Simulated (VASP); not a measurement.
Set up this calculation in VASP 6.6.1, as the native input.

- Task: single point
- Functional: PBE
- Potentials or basis: VASP PAW PBE potentials, release 64 (Ca_sv, Be, Bi_d)
- Cutoff: 520 eV
- k mesh: 8 × 8 × 8
- Occupations: gaussian, width 0.1 eV
- Spin: no spin polarisation
- Dipole correction: no
- Further INCAR settings: ALGO = Fast; EDIFF = 1e-06; NBANDS = 38

The structure of Ca4BeBi lies in POSCAR:

```
Ca4BeBi
1.0
    0.0000000000      4.6833681978      4.6833681978
    4.6833681978      0.0000000000      4.6833681978
    4.6833681978      4.6833681978      0.0000000000
Ca Be Bi
4 1 1
Direct
    0.8767522735      0.3744159088      0.3744159088
    0.3744159088      0.3744159088      0.3744159088
    0.3744159088      0.8767522735      0.3744159088
    0.3744159088      0.3744159088      0.8767522735
    0.7500000000      0.7500000000      0.7500000000
    0.0000000000      0.0000000000      0.0000000000
```

One way to write it, as run:

INCAR

```
  ALGO = Fast
  EDIFF = 1E-6
  ENCUT = 520
  GGA = PE
  ISIF = 2
  ISMEAR = 0
  LASPH = True
  LCHARG = False
  LREAL = False
  LWAVE = False
  NBANDS = 38
  NELM = 100
  PREC = Accurate
  SIGMA = 0.1
```

KPOINTS

```
k-points
0
Gamma
  8 8 8
```

Potentials or basis: VASP PAW PBE potentials, release 64 (Ca_sv, Be, Bi_d).

Run with:

```sh
$ cat potpaw_PBE.64/Ca_sv/POTCAR potpaw_PBE.64/Be/POTCAR potpaw_PBE.64/Bi_d/POTCAR > POTCAR
$ mpirun -np 1 vasp_std > vasp.out
```

It gave:

```yaml
Pressure: 0.0 GPa
Largest_force: 0.016 eV/Å
Band_gap_on_the_k_mesh: zero (an odd number of electrons rules out a gap without spin polarisation)
```

Caveat: spin-orbit coupling is left out, which moves the levels of the heavy elements.

Run time: 20 min on 1 thread of Oxide Virtual Turin-like Processor, with other jobs on the host, peak memory 0.44 GiB.
